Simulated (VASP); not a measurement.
Cu: single point with PBE

The system is Cu.

```
Cu
1.0
    -1.47571    1.47571    1.40749
     1.47571   -1.47571    1.40749
     1.47571    1.47571   -1.40749
Cu
1
Direct
  0.00000 0.00000 0.00000
```

| Property | Result |
| --- | --- |
| Program | VASP 6.6.1 |
| Task | single point |
| Functional | PBE |
| Potentials or basis | VASP PAW PBE potentials, release 64 (Cu) |
| Cutoff | 600 eV |
| k mesh | 11 × 11 × 11 |
| Occupations | fermi-dirac, width 0.02 eV |
| Spin | no spin polarisation |

```json
{"Pressure": "-1.9 GPa", "Band gap on the k mesh": "zero (an odd number of electrons rules out a gap without spin polarisation)"}
```

Stress tensor (GPa, compression positive):
```
-1.50  0.00  0.00
 0.00 -1.50  0.00
 0.00  0.00 -2.71
```

Levels at points of the mesh, in eV from the Fermi level:
```csv
k point,band 3,band 4,band 5,band 6,band 7,band 8,band 9,band 10
"(0.00, 0.00, 0.00)",-2.84,-2.84,-2.06,-1.86,24.26,24.26,25.49,27.49
```

Wall time 11 s on 1 thread of Intel(R) Xeon(R) Platinum 8559C (Emerald Rapids), on a shared host, peak memory 0.14 GiB.
